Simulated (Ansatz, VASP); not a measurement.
One calculation of Sc4BP3, two programs

Contents of INCAR:

```
  PREC = Accurate
  ENCUT = 520
  EDIFF = 1E-7
  ISMEAR = 0
  SIGMA = 0.2
  LREAL = False
  LASPH = True
  NELM = 80
  ALGO = Normal
  ISIF = 2
  LWAVE = False
  LCHARG = True
  GGA = PE
  LELF = True
  LVHAR = True
  NBANDS = 41
```

Contents of KPOINTS:

```
Automatic mesh
0
Gamma
  6 4 4
```

Contents of POSCAR:

```
Sc4BP3
1.0
    0.0000000000     -3.8555339783      0.0000000000
   -5.4042296203      0.0000000000      0.0024024387
    0.0257810526      0.0000000000     -6.7056132875
Sc B P
4 1 3
Direct
    1.0000000000      0.7425999832      0.3198440183
    0.0000000000      0.2574000168      0.6801559817
    0.5000000000      0.2697202732      0.1534025851
    0.5000000000      0.7302797268      0.8465974149
    1.0000000000      0.5000000000      1.0000000000
    1.0000000000      1.0000000000      0.0000000000
    0.5000000000      0.5000000000      0.5000000000
    0.5000000000      1.0000000000      0.5000000000
```

Input for Ansatz:

```yaml
crystal:
  lattice:
    - [0.0, -3.8555339783, 0.0]
    - [-5.4042296203, 0.0, 0.0024024387]
    - [0.0257810526, 0.0, -6.7056132875]
  atoms:
    - { symbol: Sc, position: [1.0, 0.7425999832, 0.3198440183] }
    - { symbol: Sc, position: [0.0, 0.2574000168, 0.6801559817] }
    - { symbol: Sc, position: [0.5, 0.2697202732, 0.1534025851] }
    - { symbol: Sc, position: [0.5, 0.7302797268, 0.8465974149] }
    - { symbol: B, position: [1.0, 0.5, 1.0] }
    - { symbol: P, position: [1.0, 1.0, 0.0] }
    - { symbol: P, position: [0.5, 0.5, 0.5] }
    - { symbol: P, position: [0.5, 1.0, 0.5] }
basis:
  ecutwfc: 420
kpoints:
  mp_grid: { grid: [6, 4, 4] }
hamiltonian:
  xc: pbe
scf:
  occupations: { method: gaussian, width: 0.2 }
  lower_state_search: "off"
output:
  forces: true
  stress: true
  eigenvalues: true
```

Alike in both runs: task single point; functional PBE; k mesh 6 × 4 × 4; occupations gaussian, width 0.2 eV; no spin polarisation.

```csv
,VASP,Ansatz
version,VASP 6.6.1,Ansatz 0.2.0
potentials or method,"VASP PAW PBE potentials, release 64 (Sc_sv, B, P), cutoff 520 eV","scalar-relativistic, plane waves, PAW"
valence electrons in the cell,62,62
```

|  | VASP | Ansatz | Ansatz less VASP |
| --- | --- | --- | --- |
| gap on the k mesh at the Fermi level (eV) | none | none | - |
| pressure (GPa) | 0.0 | -0.2 | -0.19 |
| traceless stress, the component that is largest in VASP (GPa) | -0.75 | -0.71 | +0.044 |
| rms of the force components (eV/Å) | 0.095 | 0.096 | +0.0009 |

Atom by atom the forces differ by 0.001 eV/Å (rms over components). A gap of «none» marks a metal or a gap that the smearing closes. With one functional, cell and mesh, what is left measures potentials, basis and numerics.
